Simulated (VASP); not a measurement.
# ScBr2 in VASP: further runs

ScBr2 is run at these levels: PBE; tasks: single point.

Everything below comes from runs of VASP 6.6.1. Logs are shortened: lines on timing, memory, paths and dates and some standing lists are left out, and cuts for length are marked.

## (1) The cell of the first run

The cell holds a sheet with vacuum, 6 atoms: a = 4.379 Å, b = 7.543 Å, c = 19.000 Å, α = 90.00°, β = 90.00°, γ = 90.00°.

The cell was built from a structure type or drawn by symmetry, and may not be a known phase.

## (2) Single point, PBE

File INCAR:

```
ALGO = Normal ; DIPOL = 0.5 0.5 0.500
EDIFF = 1E-7 ; ENCUT = 520
GGA = PE ; IDIPOL = 3
ISIF = 2 ; ISMEAR = 0
LASPH = T ; LCHARG = F
LDIPOL = T ; LREAL = F
LWAVE = F ; NBANDS = 34
NELM = 80 ; PREC = Accurate
SIGMA = 0.1
```

File KPOINTS:

```
k-points
0
Gamma
  4 2 1
```

File POSCAR:

```
ScBr2
1.0
    4.3791635000      0.0000000000      0.0000000000
    0.0000000000      7.5432520600      0.0000000000
    0.0000000000      0.0000000000     19.0000000000
Sc Br
2 4
Direct
    0.0000000000      0.0000000000      0.5000000000
    0.0000000000      0.5000000000      0.5000000000
    0.0000000000      0.7500000000      0.3883821800
    0.5000000000      0.7500000000      0.5701659000
    0.0000000000      0.2500000000      0.6116178200
    0.5000000000      0.2500000000      0.4298341000
```

Potentials or basis: VASP PAW PBE potentials, release 64 (Sc_sv, Br).

Command:

```sh
> cat potpaw_PBE.64/Sc_sv/POTCAR potpaw_PBE.64/Br/POTCAR > POTCAR
> mpirun -np 1 vasp_std > vasp.out
```

OUTCAR:

```text
EDIFF = 1E-7
   ENCUT = 520
   GGA = PE
   ISIF = 2
   ISMEAR = 0
   LASPH = T
   LREAL = F
   NELM = 80
   PREC = Accurate

 ion  position               nearest neighbor table
   1  0.000  0.000  0.500-   3 2.84   5 2.84
   2  0.000  0.500  0.500-   3 2.84   5 2.84
   3  0.000  0.750  0.388-   1 2.84   2 2.84
   4  0.500  0.750  0.570-
   5  0.000  0.250  0.612-   1 2.84   2 2.84
   6  0.500  0.250  0.430-

  LATTYP: Found a simple orthorhombic cell.
 ALAT       =     4.3791635000
 B/A-ratio  =     1.7225326389
 C/A-ratio  =     4.3387281612

  Lattice vectors:

 A1 = (   4.3791635000,   0.0000000000,   0.0000000000)
 A2 = (   0.0000000000,   7.5432520600,   0.0000000000)
 A3 = (   0.0000000000,   0.0000000000,  19.0000000000)

Analysis of symmetry for initial positions (statically):
=====================================================================
 Subroutine PRICEL returns:
 Original cell was already a primitive cell.

 Routine SETGRP: Setting up the symmetry group for a
 simple orthorhombic supercell.

 Subroutine GETGRP returns: Found  8 space group operations
 (whereof  4 operations were pure point group operations)
 out of a pool of  8 trial point group operations.

The static configuration has the point symmetry C_2h.
 The point group associated with its full space group is D_2h.

Analysis of symmetry for dynamics (positions and initial velocities):
=====================================================================
 Subroutine PRICEL returns:
 Original cell was already a primitive cell.

 Routine SETGRP: Setting up the symmetry group for a
 simple orthorhombic supercell.

 Subroutine GETGRP returns: Found  8 space group operations
 (whereof  4 operations were pure point group operations)
 out of a pool of  8 trial point group operations.

The dynamic configuration has the point symmetry C_2h.
 The point group associated with its full space group is D_2h.

 Subroutine INISYM returns: Found  8 space group operations
 (whereof  4 operations are pure point group operations),
 and found     1 'primitive' translations

----------------------------------------------------------------------------------------

                                     Primitive cell

  volume of cell :     627.6295

  direct lattice vectors                    reciprocal lattice vectors
     4.379163500  0.000000000  0.000000000     0.228354114  0.000000000  0.000000000
     0.000000000  7.543252060  0.000000000     0.000000000  0.132568817  0.000000000
     0.000000000  0.000000000 19.000000000     0.000000000  0.000000000  0.052631579

  length of vectors
     4.379163500  7.543252060 19.000000000     0.228354114  0.132568817  0.052631579

  position of ions in fractional coordinates (direct lattice)
     0.000000000  0.000000000  0.500000000
     0.000000000  0.500000000  0.500000000
     0.000000000  0.750000000  0.388382180
     0.500000000  0.750000000  0.570165900
     0.000000000  0.250000000  0.611617820
     0.500000000  0.250000000  0.429834100

  ion indices of the primitive-cell ions
   primitive index   ion index
                 1           1
                 2           2
                 3           3
                 4           4
                 5           5
                 6           6

----------------------------------------------------------------------------------------

 KPOINTS: k-points

Automatic generation of k-mesh.
 Grid dimensions read from file:
 generate k-points for:    4    2    1

 Generating k-lattice:

  Cartesian coordinates                     Fractional coordinates (reciprocal lattice)
     0.057088528  0.000000000  0.000000000     0.250000000  0.000000000  0.000000000
     0.000000000  0.066284408  0.000000000     0.000000000  0.500000000  0.000000000
     0.000000000  0.000000000  0.052631579     0.000000000  0.000000000  1.000000000

  Length of vectors
     0.057088528  0.066284408  0.052631579

  Shift w.r.t. Gamma in fractional coordinates (k-lattice)
     0.000000000  0.000000000  0.000000000

 Subroutine IBZKPT returns following result:
 ===========================================

 Found      6 irreducible k-points:

 Following reciprocal coordinates:
            Coordinates               Weight
  0.000000  0.000000  0.000000      1.000000
  0.250000  0.000000  0.000000      2.000000
  0.500000  0.000000  0.000000      1.000000
  0.000000  0.500000  0.000000      1.000000
  0.250000  0.500000  0.000000      2.000000
  0.500000  0.500000  0.000000      1.000000
   k-points           NKPTS =      6   k-points in BZ     NKDIM =      6   number of bands    NBANDS=     34
   number of dos      NEDOS =    301   number of ions     NIONS =      6
   total plane-waves  NPLWV = 290304
   dimension x,y,z NGX =    36 NGY =   56 NGZ =  144
   dimension x,y,z NGXF=    72 NGYF=  112 NGZF=  288
   ions per type =               2   4
   NGX,Y,Z   is equivalent  to a cutoff of  13.67, 12.34, 12.60 a.u.
[... 38 lines left out ...]
   AEXX    =    0.0000 exact exchange contribution
   IVDW    =     0    specifies the selected vdW correction
   LEPSILON=     F    determine dielectric tensor
   LRPA    =     F    only Hartree local field effects (RPA)
 non-spin polarized calculation
 Gauss-broadening in eV      SIGMA  =   0.10
  energy-cutoff  :      520.00
  volume of cell :      627.63
 maximum number of plane-waves:     16932
 NGX is ok and might be reduce to    36
   NGX = 17   NGY = 29   NGZ = 71

 number of electron      50.0000006 magnetization

 dipolmoment           0.000000      0.000000      0.000000 electrons x Angstroem

 Free energy of the ion-electron system (eV)
  ---------------------------------------------------
  ext. energy  EPLUGINS =         0.00000000
  ---------------------------------------------------
  free energy    TOTEN  =       -26.19522503 eV

  energy without entropy =      -26.16216967  energy(sigma->0) =      -26.17869735

 E-fermi :  -1.8789     XC(G=0):  -3.1078

 val. band max:       -1.9795423973   @ k =   0.0000   0.0000   0.0000
 cond. band min:      -1.8375459177   @ k =   0.0000   0.0000   0.0000
 fundamental gap:      0.1419964796
 Fermi energy:        -1.8789413931

 k-point     1 :       0.0000    0.0000    0.0000
  band No.  band energies     occupation
      1     -53.4367      2.00000
      2     -53.4338      2.00000
      3     -32.1373      2.00000
      4     -32.1342      2.00000
      5     -32.1330      2.00000
      6     -32.1236      2.00000
[... 26 lines left out ...]
     33      -0.8013      0.00000
     34      -0.6341      0.00000

 k-point     2 :       0.2500    0.0000    0.0000
  band No.  band energies     occupation
      1     -53.4365      2.00000
      2     -53.4337      2.00000
      3     -32.1416      2.00000
      4     -32.1367      2.00000
      5     -32.1338      2.00000
      6     -32.1233      2.00000
[... 26 lines left out ...]
     33      -0.9852      0.00000
     34      -0.6680      0.00000

 k-point     3 :       0.5000    0.0000    0.0000
  band No.  band energies     occupation
      1     -53.4364      2.00000
      2     -53.4335      2.00000
      3     -32.1459      2.00000
      4     -32.1405      2.00000
      5     -32.1335      2.00000
      6     -32.1230      2.00000
[... 26 lines left out ...]
     33      -0.6662      0.00000
     34      -0.4287      0.00000

 k-point     4 :       0.0000    0.5000    0.0000
  band No.  band energies     occupation
      1     -53.4352      2.00000
      2     -53.4352      2.00000
      3     -32.1352      2.00000
      4     -32.1352      2.00000
      5     -32.1288      2.00000
      6     -32.1288      2.00000
[... 26 lines left out ...]
     33      -1.1586      0.00000
     34      -1.1586      0.00000

 k-point     5 :       0.2500    0.5000    0.0000
  band No.  band energies     occupation
      1     -53.4351      2.00000
      2     -53.4351      2.00000
      3     -32.1392      2.00000
      4     -32.1392      2.00000
      5     -32.1285      2.00000
      6     -32.1285      2.00000
[... 26 lines left out ...]
     33      -0.6756      0.00000
     34      -0.6756      0.00000

 k-point     6 :       0.5000    0.5000    0.0000
  band No.  band energies     occupation
      1     -53.4350      2.00000
      2     -53.4350      2.00000
      3     -32.1432      2.00000
      4     -32.1432      2.00000
      5     -32.1281      2.00000
      6     -32.1281      2.00000
[... 26 lines left out ...]
     33      -0.8420      0.00000
     34      -0.8420      0.00000

------------------------ aborting loop because EDIFF is reached ----------------------------------------

 vacuum level on the upper side and lower side of the slab       (xc-potential included)        -0.073        -0.073

  FORCE on cell =-STRESS in cart. coord.  units (eV):
  Direction    XX          YY          ZZ          XY          YZ          ZX
  --------------------------------------------------------------------------------------
  -------------------------------------------------------------------------------------
  Total       -7.3245055    -11.5538347     -6.6958434      0.0000000      0.0000000      0.0000000
  in kB      -18.6975847    -29.4939780    -17.0927717      0.0000000      0.0000000      0.0000000
  external PRESSURE =     -21.7614448 kB  Pullay stress =       0.0000000 kB

 VOLUME and BASIS-vectors are now :
 -----------------------------------------------------------------------------
  energy-cutoff  :      520.00
  volume of cell :      627.63
      direct lattice vectors                 reciprocal lattice vectors
     4.379163500  0.000000000  0.000000000     0.228354114  0.000000000  0.000000000
     0.000000000  7.543252060  0.000000000     0.000000000  0.132568817  0.000000000
     0.000000000  0.000000000 19.000000000     0.000000000  0.000000000  0.052631579

 POSITION                                       TOTAL-FORCE (eV/Angst)
 -----------------------------------------------------------------------------------
      0.00000      0.00000      9.50000        -0.000000      0.000000     -0.000000
      0.00000      3.77163      9.50000        -0.000000      0.000000     -0.000000
      0.00000      5.65744      7.37926         0.000000      0.000000      1.099048
      2.18958      5.65744     10.83315        -0.000000      0.000000     -0.754354
      0.00000      1.88581     11.62074        -0.000000      0.000000     -1.099048
      2.18958      1.88581      8.16685        -0.000000      0.000000      0.754354
 -----------------------------------------------------------------------------------
    total drift:                                0.000000      0.000000      0.000000

  FREE ENERGIE OF THE ION-ELECTRON SYSTEM (eV)
  ---------------------------------------------------
  free  energy   TOTEN  =       -26.1952250324 eV

  energy  without entropy=      -26.1621696679  energy(sigma->0) =      -26.17869735

 vacuum level on the upper side and lower side of the slab         2.137         2.137
```

Run time: 2.9 min. Hardware: 1 thread of Intel Xeon 6975P-C (Granite Rapids), shared host; peak memory 0.61 GiB.

What came out:

| Quantity | Value |
| --- | --- |
| Free energy | -26.1952 eV |
| Largest force | 1.099 eV/Å |
| Band gap on the k mesh | zero (bands 25 and 26 overlap by 0.40 eV) |

Forces in eV/Å, atoms in the order of the input:
```
Sc   0.000  0.000  0.000
Sc   0.000  0.000  0.000
Br   0.000  0.000  1.099
Br   0.000  0.000 -0.754
Br   0.000  0.000 -1.099
Br   0.000  0.000  0.754
```

Caveat: the k points lie up to 0.42 Å⁻¹ apart.

## (3) Single point, PBE

File INCAR:

```
SYSTEM = ScBr2
ALGO = Normal ; DIPOL = 0.5 0.5 0.500
EDIFF = 1E-6 ; ENCUT = 520
GGA = PE ; IDIPOL = 3
ISIF = 2 ; ISMEAR = 0
LASPH = .TRUE. ; LCHARG = .FALSE.
LDIPOL = .TRUE. ; LREAL = .FALSE.
LWAVE = .FALSE. ; NBANDS = 34
NELM = 100 ; PREC = Accurate
SIGMA = 0.1
```

File KPOINTS:

```
k-points
0
G
  4 2 1
  0 0 0
```

POSCAR is that of step 2.

Potentials or basis: VASP PAW PBE potentials, release 64 (Sc_sv, Br).

Command:

```sh
> cat potpaw_PBE.64/Sc_sv/POTCAR potpaw_PBE.64/Br/POTCAR > POTCAR
> mpirun -np 1 vasp_std > vasp.out
```

Wall time 2.9 min (1 thread of Intel Xeon 6975P-C (Granite Rapids), shared host); peak memory 0.62 GiB.

The run converged. Its results:

- Free energy: -26.1952 eV
- Largest force: 1.099 eV/Å
- Band gap on the k mesh: zero (bands 25 and 26 overlap by 0.40 eV)

Forces on the atoms (eV/Å):
```
Sc   0.000  0.000  0.000
Sc   0.000  0.000  0.000
Br   0.000  0.000  1.099
Br   0.000  0.000 -0.754
Br   0.000  0.000 -1.099
Br   0.000  0.000  0.754
```

Levels at points of the mesh, in eV from the Fermi level:
```csv
k point,band 23,band 24,band 25,band 26,band 27,band 28
"(0.00, 0.00, 0.00)",-3.46,-3.24,-0.79,-0.10,0.04,0.15
"(0.50, 0.00, 0.00)",-3.84,-3.75,-0.31,0.15,0.23,0.35
"(0.00, 0.50, 0.00)",-3.37,-3.37,-0.27,-0.27,0.30,0.30
"(0.50, 0.50, 0.00)",-3.72,-3.72,0.13,0.13,0.23,0.23
```

Caveat: the k points lie up to 0.42 Å⁻¹ apart.

## (4) Single point, PBE

This run uses another cell than the first one.

File INCAR:

```
ALGO     = Normal         # electronic algorithm
DIPOL    = 0.5 0.5 0.294
EDIFF    = 1E-6           # SCF threshold, eV
ENCUT    = 520            # plane-wave cutoff, eV
GGA      = PE             # functional
IDIPOL   = 3            
ISIF     = 2              # what is computed and relaxed
ISMEAR   = 0              # smearing method
LASPH    = True           # aspherical terms in the spheres
LCHARG   = False          # write CHGCAR
LDIPOL   = True         
LREAL    = False          # projectors in reciprocal space
LWAVE    = False          # write WAVECAR
NBANDS   = 34             # bands
NELM     = 60             # most SCF steps
PREC     = Accurate       # precision mode
SIGMA    = 0.1            # smearing width, eV
```

File KPOINTS:

```
k-points
0
Gamma
  4 2 1
```

File POSCAR:

```
ScBr2
1.0
    3.8928946618      0.0000000000      0.0000000000
    0.0000000000      6.3794917796      0.0000000000
    0.0000000000      0.0000000000     32.2829543200
Sc Br
2 4
Direct
    0.0000000000      0.0000000000      0.2942729437
    0.0000000000      0.5000000000      0.2942729437
    0.0000000000      0.7500000000      0.2285710218
    0.5000000000      0.7500000000      0.3332201112
    0.0000000000      0.2500000000      0.3599748656
    0.5000000000      0.2500000000      0.2553257763
```

Command:

```sh
> cat potpaw_PBE.64/Sc_sv/POTCAR potpaw_PBE.64/Br/POTCAR > POTCAR
> mpirun -np 1 vasp_std > vasp.out
```

It took 3.8 min on 1 thread of Intel Xeon 6975P-C (Granite Rapids), shared host; peak memory 0.72 GiB.

Results (log left out):

- Free energy: -27.8570 eV
- Largest force: 0.028 eV/Å
- Band gap on the k mesh: zero (bands 25 and 26 overlap by 0.77 eV)

Forces in eV/Å, atoms in the order of the input:
```
Sc   0.000  0.000  0.000
Sc   0.000  0.000  0.000
Br   0.000  0.000 -0.019
Br   0.000  0.000  0.028
Br   0.000  0.000  0.019
Br   0.000  0.000 -0.028
```

Levels at points of the mesh, in eV from the Fermi level:
```
           k point  band 23  band 24  band 25  band 26  band 27  band 28
(0.00, 0.00, 0.00)    -3.84    -3.46    -1.65    -0.15     0.22     0.22
(0.50, 0.00, 0.00)    -4.65    -4.60    -0.96     0.03     0.53     0.73
(0.00, 0.50, 0.00)    -3.71    -3.71    -0.61    -0.61     0.50     0.50
(0.50, 0.50, 0.00)    -4.50    -4.50     0.16     0.16     0.17     0.17
```

Caveat: the k points lie up to 0.49 Å⁻¹ apart, too coarse for converged energies and pressures of a metal.

## (5) Single point, PBE

This run uses another cell than the first one.

File INCAR:

```
ALGO = Normal ; DIPOL = 0.5 0.5 0.294
EDIFF = 1E-6 ; ENCUT = 520
GGA = PE ; IDIPOL = 3
ISIF = 2 ; ISMEAR = 0
LASPH = T ; LCHARG = F
LDIPOL = T ; LREAL = F
LWAVE = F ; NBANDS = 34
NELM = 80 ; PREC = Accurate
SIGMA = 0.1
```

File KPOINTS:

```
k-points
0
Gamma
  4 4 1
```

POSCAR is that of step 4.

Command:

```sh
> cat potpaw_PBE.64/Sc_sv/POTCAR potpaw_PBE.64/Br/POTCAR > POTCAR
> mpirun -np 1 vasp_std > vasp.out
```

It took 6.1 min on 1 thread of Intel Xeon 6975P-C (Granite Rapids), shared host; peak memory 0.76 GiB.

It converged, with:

```
Free energy            : -27.9214 eV
Largest force          : 0.033 eV/Å
Band gap on the k mesh : zero (bands 25 and 26 overlap by 0.75 eV)
```

Forces in eV/Å, atoms in the order of the input:
```
Sc   0.000  0.000  0.000
Sc   0.000  0.000  0.000
Br   0.000  0.000 -0.033
Br   0.000  0.000  0.017
Br   0.000  0.000  0.033
Br   0.000  0.000 -0.017
```

Levels at points of the mesh, in eV from the Fermi level:
| k point | band 22 | band 23 | band 24 | band 25 | band 26 | band 27 | band 28 | band 29 |
| --- | --- | --- | --- | --- | --- | --- | --- | --- |
| (0.00, 0.00, 0.00) | -4.02 | -3.77 | -3.40 | -1.56 | -0.07 | 0.25 | 0.27 | 0.66 |
| (0.50, 0.00, 0.00) | -4.60 | -4.56 | -4.53 | -0.86 | 0.08 | 0.60 | 0.80 | 0.83 |
| (0.00, 0.50, 0.00) | -4.45 | -3.64 | -3.64 | -0.54 | -0.54 | 0.58 | 0.58 | 0.79 |
| (0.50, 0.50, 0.00) | -4.58 | -4.44 | -4.44 | 0.21 | 0.21 | 0.26 | 0.26 | 1.08 |

Caveat: the k points lie up to 0.40 Å⁻¹ apart, too coarse for converged energies and pressures of a metal.

## (6) Single point, PBE

This run uses another cell than the first one.

File INCAR:

```
SYSTEM = ScBr2
  ALGO = Normal
  DIPOL = 0.5 0.5 0.294
  EDIFF = 1E-7
  ENCUT = 520
  GGA = PE
  IDIPOL = 3
  ISIF = 2
  ISMEAR = 0
  LASPH = .TRUE.
  LCHARG = .TRUE.
  LDIPOL = .TRUE.
  LELF = .TRUE.
  LREAL = .FALSE.
  LVACPOTAV = .TRUE.
  LVHAR = .TRUE.
  LWAVE = .FALSE.
  NBANDS = 34
  NELM = 60
  PREC = Accurate
  SIGMA = 0.1
```

File KPOINTS:

```
k-points
0
G
  4 4 1
  0 0 0
```

File POSCAR:

```
ScBr2
1.0
    3.9750145491      0.0000000000      0.0000000000
    0.0000000000      6.2737212453      0.0000000000
    0.0000000000      0.0000000000     32.2829543200
Sc Br
2 4
Direct
    0.0000000000      0.0000000000      0.2942729437
    0.0000000000      0.5000000000      0.2942729437
    0.0000000000      0.7500000000      0.2279902957
    0.5000000000      0.7500000000      0.3325127093
    0.0000000000      0.2500000000      0.3605555917
    0.5000000000      0.2500000000      0.2560331781
```

Potentials or basis: VASP PAW PBE potentials, release 64 (Sc_sv, Br).

Command:

```sh
> cat potpaw_PBE.64/Sc_sv/POTCAR potpaw_PBE.64/Br/POTCAR > POTCAR
> mpirun -np 1 vasp_std > vasp.out
```

Run time: 6.8 min. Hardware: 1 thread of Intel Xeon 6975P-C (Granite Rapids), shared host; peak memory 0.77 GiB.

Results (log left out):

| Quantity | Value |
| --- | --- |
| Free energy | -27.9269 eV |
| Largest force | 0.026 eV/Å |
| Band gap on the k mesh | zero (bands 25 and 26 overlap by 0.75 eV) |
| Work function of the upper face | 3.50 eV |
| Work function of the lower face | 3.50 eV |

Forces in eV/Å, atoms in the order of the input:
```
Sc   0.000  0.000  0.000
Sc   0.000  0.000  0.000
Br   0.000  0.000 -0.026
Br   0.000  0.000  0.014
Br   0.000  0.000  0.026
Br   0.000  0.000 -0.014
```

Levels at points of the mesh, in eV from the Fermi level:
```csv
k point,band 23,band 24,band 25,band 26,band 27,band 28
"(0.00, 0.00, 0.00)",-3.89,-3.49,-1.61,-0.13,0.20,0.42
"(0.50, 0.00, 0.00)",-4.55,-4.53,-0.94,0.08,0.60,0.69
"(0.00, 0.50, 0.00)",-3.76,-3.76,-0.50,-0.50,0.57,0.57
"(0.50, 0.50, 0.00)",-4.40,-4.40,0.25,0.25,0.25,0.25
```

Caveat: the k points lie up to 0.40 Å⁻¹ apart, too coarse for converged energies and pressures of a metal.

## (7) Overview

| cell | k mesh | gap on the mesh (eV) | largest force (eV/Å) |
| --- | --- | --- | --- |
| a = 4.379, b = 7.543, c = 19.000 Å, 6 atoms, atomic positions A | 4 × 2 × 1 | none | 1.10 |
| a = 3.893, b = 6.379, c = 32.283 Å, 6 atoms, atomic positions B | 4 × 2 × 1 | none | 0.03 |
| a = 3.893, b = 6.379, c = 32.283 Å, 6 atoms, atomic positions B | 4 × 4 × 1 | none | 0.03 |
| a = 3.975, b = 6.274, c = 32.283 Å, 6 atoms, atomic positions C | 4 × 4 × 1 | none | 0.03 |

Alike in all rows: task single point; level PBE; potentials or basis VASP PAW PBE potentials, release 64 (Sc_sv, Br); no spin polarisation; cutoff (eV) 520; smearing gaussian 0.1 eV.

Caveats: all runs use coarse meshes.

Total energies depend on the potentials used, so only differences within one code and one set of settings carry meaning.
